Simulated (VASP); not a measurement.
C, 8 atoms in the cell. Symmetry: Cm, No. 8, monoclinic system. Conventional cell: a = 6.497 Å, b = 7.124 Å, c = 4.254 Å, α = 90.00°, β = 130.89°, γ = 90.00°. C (site symmetry m) has 3 C at 1.35 to 1.47 Å within 1.8 Å. C (site symmetry m) has 3 C at 1.42 Å within 1.9 Å. C (site symmetry m) has 3 C at 1.42 Å within 1.9 Å. C (site symmetry m) has 3 C at 1.42 Å within 1.9 Å. Within 1.9 Å of C (site symmetry m) lie 3 C at 1.42 to 1.47 Å. C (site symmetry m) has 3 C at 1.42 Å within 1.9 Å. Within 1.9 Å of C (site symmetry m) lie 3 C at 1.42 to 1.44 Å. C (site symmetry m) has 3 C at 1.35 to 1.42 Å within 1.8 Å.  This cell differs from its parent crystal: atom 1 (C) moved +0.075 Å along Cartesian [1 1 0].

* Program: VASP 6.6.1
* Task: single point
* Functional: r2SCAN
* Potentials or basis: VASP PAW PBE potentials, release 64 (C)
* Cutoff: 520 eV
* k mesh: 8 × 8 × 8
* Occupations: gaussian, width 0.05 eV
* Spin: no spin polarisation
* Dipole correction: no
* Further INCAR settings: ALGO = Normal; EDIFF = 1e-07; NBANDS = 26

Potentials or basis: VASP PAW PBE potentials, release 64 (C).

Run with:

```bash
$ cat potpaw_PBE.64/C/POTCAR > POTCAR
$ cp INCAR.step1 INCAR
$ mpirun -np 1 vasp_std > vasp.out
$ cp INCAR.step2 INCAR
$ mpirun -np 1 vasp_std > vasp.out
```

Hardware: 1 thread of Oxide Virtual Turin-like Processor (shared host).

**Question.** How long does it take, and how much memory?

**Answer.** It took 28 min on 1 thread of Oxide Virtual Turin-like Processor, on a shared host, peak memory 0.3 GiB. Counts: k points 150.
